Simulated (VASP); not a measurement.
Write the native input for VASP 6.6.1 that does the following.

```yaml
Task: single point
Functional: PBE
Potentials_or_basis: VASP PAW PBE potentials, release 64 (Cd, Se)
Cutoff: 520 eV
k_mesh: 6 × 6 × 4
Occupations: gaussian, width 0.05 eV
Spin: no spin polarisation
Dipole_correction: no
Further_INCAR_settings: ALGO = Normal; EDIFF = 1e-06; NBANDS = 26
```

The structure of CdSe lies in POSCAR:

```
CdSe
1.0
    4.2984999142      0.0000000000      0.0000000000
   -2.1492499571      3.7226101239      0.0000000000
    0.0000000000      0.0000000000      7.0152000000
Cd Se
2 2
Direct
    0.6868138208      0.3736276416     -0.0213821416
    0.3333333333      0.6666666667      0.5000000000
    0.6666666667      0.3333333333      0.3750000000
    0.3333333333      0.6666666667      0.8750000000
```

This cell differs from its parent crystal: atom 1 (Cd) moved by (+0.150, -0.150) A along y and z.

One way to write it, as run:

INCAR

```
  PREC = Accurate
  ENCUT = 520
  EDIFF = 1E-6
  ISMEAR = 0
  SIGMA = 0.05
  LREAL = False
  LASPH = True
  NELM = 60
  ALGO = Normal
  ISIF = 2
  LWAVE = False
  LCHARG = False
  GGA = PE
  NBANDS = 26
```

KPOINTS

```
Automatic mesh
0
Gamma
  6 6 4
```

Potentials or basis: VASP PAW PBE potentials, release 64 (Cd, Se).

Launch:

```console
$ cat potpaw_PBE.64/Cd/POTCAR potpaw_PBE.64/Se/POTCAR > POTCAR
$ mpirun -np 1 vasp_std > vasp.out
```

It gave:

| Item | Value |
| --- | --- |
| Pressure | 3.8 GPa |
| Largest force | 1.158 eV/Å |
| Band gap on the k mesh | 0.65 eV, direct |

Caveat: the cell differs from its parent crystal (atom 1 (Cd) moved by (+0.150, -0.150) A along y and z); forces of over 1 eV/Å act on the atoms, so gaps and moduli don't describe the material at rest.

Wall time 76 s on 1 thread of Intel(R) Xeon(R) Platinum 8488C (Sapphire Rapids), on a shared host, peak memory 0.29 GiB.
